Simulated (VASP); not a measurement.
# SnO2 (Amm2) in VASP: notebook, part 3 of 3

VASP 6.6.1. Earlier steps stand in the parts before.

## 4. Single point, r2SCAN

POSCAR

```
SnO2
1.0
    4.7602164773      0.0000000000      0.0000000000
    0.0000000000      4.7602164773      0.0000000000
    0.0000000000      0.0000000000      3.2005650988
Sn O
2 4
Direct
    0.0000000000      0.0000000000      0.0000000000
    0.5000000000      0.5000000000      0.5000000000
    0.2687572261      0.2687572261      0.0000000000
    0.1569702293      0.7687572261      0.5000000000
    0.6569702293      0.6569702293      0.0000000000
    0.7687572261      0.1569702293      0.5000000000
```

INCAR.step1

```
SYSTEM = SnO2
PREC = Accurate
ENCUT = 520
ISMEAR = 0
SIGMA = 0.05
LREAL = .FALSE.
LASPH = .TRUE.
NELM = 80
NBANDS = 35
GGA = PE
ALGO = Normal
EDIFF = 1E-4
LWAVE = .TRUE.
LCHARG = .FALSE.
```

INCAR.step2

```
SYSTEM = SnO2
PREC = Accurate
ENCUT = 520
EDIFF = 1E-7
ISMEAR = 0
SIGMA = 0.05
LREAL = .FALSE.
LASPH = .TRUE.
NELM = 80
ALGO = Normal
ISIF = 2
LWAVE = .FALSE.
LCHARG = .FALSE.
METAGGA = R2SCAN
LMIXTAU = .TRUE.
NBANDS = 35
ISTART = 1
```

KPOINTS

```
Automatic mesh
0
G
  6 6 8
  0 0 0
```

Potentials or basis: VASP PAW PBE potentials, release 64 (Sn_d, O).

The run is started by

```sh
cat potpaw_PBE.64/Sn_d/POTCAR potpaw_PBE.64/O/POTCAR > POTCAR
cp INCAR.step1 INCAR
mpirun -np 1 vasp_std > vasp.out
cp INCAR.step2 INCAR
mpirun -np 1 vasp_std > vasp.out
```

OUTCAR:

```text
SYSTEM = SnO2
   PREC = Accurate
   ENCUT = 520
   EDIFF = 1E-7
   ISMEAR = 0
   LREAL = .FALSE.
   LASPH = .TRUE.
   NELM = 80
   ISIF = 2
   METAGGA = R2SCAN
   ISTART = 1

 ion  position               nearest neighbor table
   1  0.000  0.000  0.000-   3 1.81   4 2.08   6 2.08   4 2.08   6 2.08   5 2.31   2 3.73   2 3.73
                             2 3.73   2 3.73   2 3.73   2 3.73   2 3.73   2 3.73
   2  0.500  0.500  0.500-   5 1.92   5 1.92   6 2.07   4 2.07   3 2.23   3 2.23   1 3.73   1 3.73
                             1 3.73   1 3.73   1 3.73   1 3.73   1 3.73   1 3.73
   3  0.269  0.269  0.000-   1 1.81   2 2.23   2 2.23
   4  0.157  0.769  0.500-   2 2.07   1 2.08   1 2.08
   5  0.657  0.657  0.000-   2 1.92   2 1.92   1 2.31
   6  0.769  0.157  0.500-   2 2.07   1 2.08   1 2.08

  LATTYP: Found a simple tetragonal cell.
 ALAT       =     4.7602164773
 C/A-ratio  =     0.6723570481

  Lattice vectors:

 A1 = (   4.7602164773,   0.0000000000,   0.0000000000)
 A2 = (   0.0000000000,   4.7602164773,   0.0000000000)
 A3 = (   0.0000000000,   0.0000000000,   3.2005650988)

Analysis of symmetry for initial positions (statically):
=====================================================================
 Subroutine PRICEL returns:
 Original cell was already a primitive cell.

 Routine SETGRP: Setting up the symmetry group for a
 simple tetragonal supercell.

 Subroutine GETGRP returns: Found  4 space group operations
 (whereof  4 operations were pure point group operations)
 out of a pool of 16 trial point group operations.

The static configuration has the point symmetry C_2v.

Analysis of symmetry for dynamics (positions and initial velocities):
=====================================================================
 Subroutine PRICEL returns:
 Original cell was already a primitive cell.

 Routine SETGRP: Setting up the symmetry group for a
 simple tetragonal supercell.

 Subroutine GETGRP returns: Found  4 space group operations
 (whereof  4 operations were pure point group operations)
 out of a pool of 16 trial point group operations.

The dynamic configuration has the point symmetry C_2v.

 Subroutine INISYM returns: Found  4 space group operations
 (whereof  4 operations are pure point group operations),
 and found     1 'primitive' translations

----------------------------------------------------------------------------------------

                                     Primitive cell

  volume of cell :      72.5237

  direct lattice vectors                    reciprocal lattice vectors
     4.760216477  0.000000000  0.000000000     0.210074480  0.000000000  0.000000000
     0.000000000  4.760216477  0.000000000     0.000000000  0.210074480  0.000000000
     0.000000000  0.000000000  3.200565099     0.000000000  0.000000000  0.312444824

  length of vectors
     4.760216477  4.760216477  3.200565099     0.210074480  0.210074480  0.312444824

  position of ions in fractional coordinates (direct lattice)
     0.000000000  0.000000000  0.000000000
     0.500000000  0.500000000  0.500000000
     0.268757226  0.268757226  0.000000000
     0.156970229  0.768757226  0.500000000
     0.656970229  0.656970229  0.000000000
     0.768757226  0.156970229  0.500000000

  ion indices of the primitive-cell ions
[... 28 lines left out ...]

 Subroutine IBZKPT returns following result:
 ===========================================

 Found     65 irreducible k-points:

 Following reciprocal coordinates:
            Coordinates               Weight
  0.000000  0.000000  0.000000      1.000000
  0.166667  0.000000  0.000000      4.000000
  0.333333  0.000000  0.000000      4.000000
  0.500000  0.000000  0.000000      2.000000
  0.166667  0.166667  0.000000      2.000000
 -0.166667  0.166667  0.000000      2.000000
[... 16 lines left out ...]
  0.333333  0.333333  0.125000      4.000000
 -0.333333  0.333333  0.125000      4.000000
 [... further k-points ...]
   k-points           NKPTS =     65   k-points in BZ     NKDIM =     65   number of bands    NBANDS=     35
   number of dos      NEDOS =    301   number of ions     NIONS =      6
   total plane-waves  NPLWV =  31104
   dimension x,y,z NGX =    36 NGY =   36 NGZ =   24
   dimension x,y,z NGXF=    72 NGYF=   72 NGZF=   48
   ions per type =               2   4
   NGX,Y,Z   is equivalent  to a cutoff of  12.57, 12.57, 12.47 a.u.
   NGXF,Y,Z  is equivalent  to a cutoff of  25.15, 25.15, 24.93 a.u.
 SYSTEM =  SnO2
   PREC   = accura    normal or accurate (medium, high low for compatibility)
   ISTART =      1    job   : 0-new  1-cont  2-samecut
   ICHARG =      0    charge: 1-file 2-atom 10-const
   ISPIN  =      1    spin polarized calculation?
   LNONCOLLINEAR =      F non collinear calculations
   LSORBIT =      F    spin-orbit coupling
   LASPH  =      T    aspherical Exc in radial PAW
   ENCUT  =  520.0 eV  38.22 Ry    6.18 a.u.   8.85  8.85  5.95*2*pi/ulx,y,z
   NELM   =     80;   NELMIN=  2; NELMDL=  0     # of ELM steps
   EDIFF  = 0.1E-06   stopping-criterion for ELM
   LREAL  =      F    real-space projection
   EDIFFG = 0.1E-05   stopping-criterion for IOM
   NSW    =      0    number of steps for IOM
   IBRION =     -1    ionic relax: 0-MD 1-quasi-New 2-CG
   NFREE  =      0    steps in history (QN), initial steepest desc. (CG)
   ISIF   =      2    stress and relaxation
   ISYM   =      2    0-nonsym 1-usesym 2-fastsym
   POTIM  = 0.5000    time-step for ionic-motion
   TEBEG  =    0.0;   TEEND  =   0.0 temperature during run
   PSTRESS=    0.0 pullay stress
   NELECT =      52.0000    total number of electrons
   NUPDOWN=      -1.0000    fix difference up-down
   EMIN   =  10.00;   EMAX   =-10.00  energy-range for DOS
   EFERMI =   0.00;   METHOD = LEGACY
   ISMEAR =     0;   SIGMA  =   0.05  broadening in eV -4-tet -1-fermi 0-gaus
   EFERMI_NEDOS =   21; number of points for ismear=-14 and -15
   IALGO  =     38    algorithm
   IMIX   =      4    mixing-type and parameters
     AMIX     =   0.40;   BMIX     =  1.00
     AMIX_MAG =   1.60;   BMIX_MAG =  1.00
  volume/ion in A,a.u.               =      12.09        81.57
  Fermi-wavevector in a.u.,A,eV,Ry     =   1.465264  2.768948 29.211695  2.146999
  Thomas-Fermi vector in A             =   2.581142
   LORBIT       =      0    0 simple, 1 ext, 2 COOP (PROOUT), +10 PAW based schemes
   METAGGA = R2SCAN    functional components
   LHFCALC =     F    Hartree Fock is set to
   AEXX    =    0.0000 exact exchange contribution
   IVDW    =     0    specifies the selected vdW correction
   LEPSILON=     F    determine dielectric tensor
   LRPA    =     F    only Hartree local field effects (RPA)
 non-spin polarized calculation
 Gauss-broadening in eV      SIGMA  =   0.05
  energy-cutoff  :      520.00
  volume of cell :       72.52
 maximum number of plane-waves:      1992
   NGX = 17   NGY = 17   NGZ = 11

 number of electron      52.0000014 magnetization

 Free energy of the ion-electron system (eV)
  ---------------------------------------------------
  ext. energy  EPLUGINS =         0.00000000
  ---------------------------------------------------
  free energy    TOTEN  =       -83.56300103 eV

  energy without entropy =      -83.56300103  energy(sigma->0) =      -83.56300103

 E-fermi :   5.7836     XC(G=0): -11.9551

 val. band max:        5.5013915706   @ k =   0.0000   0.0000   0.0000
 cond. band min:       7.3545790922   @ k =   0.0000   0.0000   0.0000
 fundamental gap:      1.8531875216
 Fermi energy:         5.7835685905

 k-point     1 :       0.0000    0.0000    0.0000
  band No.  band energies     occupation
      1     -16.4130      2.00000
      2     -15.7016      2.00000
      3     -15.1380      2.00000
      4     -15.0924      2.00000
      5     -14.9392      2.00000
      6     -14.9094      2.00000
[... 901 lines left out ...]
     34      18.7332      0.00000
     35      18.9464      0.00000

 [... further k-points ...]
[... 5 lines left out ...]
  --------------------------------------------------------------------------------------
  -------------------------------------------------------------------------------------
  Total        3.9039041      3.9039041      3.8401864      4.7057254      0.0000000      0.0000000
  in kB       86.2441504     86.2441504     84.8365135    103.9578033      0.0000000      0.0000000
  external PRESSURE =      85.7749381 kB  Pullay stress =       0.0000000 kB

 VOLUME and BASIS-vectors are now :
 -----------------------------------------------------------------------------
  energy-cutoff  :      520.00
  volume of cell :       72.52
      direct lattice vectors                 reciprocal lattice vectors
     4.760216477  0.000000000  0.000000000     0.210074480  0.000000000  0.000000000
     0.000000000  4.760216477  0.000000000     0.000000000  0.210074480  0.000000000
     0.000000000  0.000000000  3.200565099     0.000000000  0.000000000  0.312444824

 POSITION                                       TOTAL-FORCE (eV/Angst)
 -----------------------------------------------------------------------------------
      0.00000      0.00000      0.00000        -3.844224     -3.844224      0.000000
      2.38011      2.38011      1.60028        -2.769900     -2.769900      0.000000
      1.27934      1.27934      0.00000         4.258959      4.258959      0.000000
      0.74721      3.65945      1.60028         0.113918     -0.020477      0.000000
      3.12732      3.12732      0.00000         2.261723      2.261723      0.000000
      3.65945      0.74721      1.60028        -0.020477      0.113918      0.000000
 -----------------------------------------------------------------------------------
    total drift:                                0.003221      0.003221      0.000009

  FREE ENERGIE OF THE ION-ELECTRON SYSTEM (eV)
  ---------------------------------------------------
  free  energy   TOTEN  =       -83.5630010276 eV

  energy  without entropy=      -83.5630010276  energy(sigma->0) =      -83.56300103
```

Run time: 3.1 min. Hardware: 1 thread of Intel Xeon 6975P-C (Granite Rapids), shared host; peak memory 0.27 GiB.

What came out:

- Free energy: -83.5630 eV
- Pressure: 8.6 GPa
- Largest force: 6.023 eV/Å
- Band gap on the k mesh: 1.85 eV

Forces on the atoms (eV/Å):
```
Sn  -3.844 -3.844  0.000
Sn  -2.770 -2.770  0.000
O    4.259  4.259  0.000
O    0.114 -0.020  0.000
O    2.262  2.262  0.000
O   -0.020  0.114  0.000
```

Stress tensor (GPa, compression positive):
```
 8.62 10.40  0.00
10.40  8.62  0.00
 0.00  0.00  8.48
```

Levels at points of the mesh, in eV from the valence-band top:
```tsv
k point	band 22	band 23	band 24	band 25	band 26	band 27	band 28	band 29	band 30	band 31
(0.00, 0.00, 0.00)	-1.11	-0.97	-0.78	-0.60	0.00	1.85	6.40	7.25	7.44	10.66
(0.50, 0.00, 0.00)	-1.85	-1.19	-0.91	-0.71	-0.44	4.95	5.04	7.73	7.95	11.89
(0.50, 0.50, 0.00)	-1.79	-1.19	-1.16	-1.00	-0.90	5.29	5.46	8.26	8.33	11.98
(0.00, 0.00, 0.50)	-2.49	-1.86	-1.53	-1.22	-1.18	6.70	6.84	10.21	10.38	11.44
(0.50, 0.00, 0.50)	-1.73	-1.11	-1.00	-0.70	-0.63	6.90	6.98	8.87	9.35	11.43
(0.50, 0.50, 0.50)	-2.10	-1.26	-0.90	-0.73	-0.61	5.34	5.65	9.49	9.80	11.50
```

Caveat: the cell differs from its parent crystal (all O atoms moved -0.250 Å, as atom 3 towards its neighbour atom 5 (O) at 2.613 Å); the cell stands under pressure; the PAW data sets were made with another functional, which shifts forces and pressure a little; spin-orbit coupling is left out, which moves the levels of the heavy elements.

## 5. Overview

| cell | gap on the mesh (eV) | pressure (GPa) | largest force (eV/Å) |
| --- | --- | --- | --- |
| as given, atomic positions A | 2.07 | 33.0 | 22.41 |
| as given, atomic positions B | 1.95 | 18.4 | 12.24 |
| as given, atomic positions C | 1.85 | 8.6 | 6.02 |

Alike in all rows: task single point; level r2SCAN; potentials or basis VASP PAW PBE potentials, release 64 (Sn_d, O); no spin polarisation; k mesh 6 × 6 × 8; cutoff (eV) 520; smearing gaussian 0.05 eV.

Caveats: the cell stands under pressure; the PAW data sets were made with another functional, which shifts forces and pressure a little; spin-orbit coupling is left out, which moves the levels of the heavy elements.

Absolute energies hang on the potentials; compare differences alone.
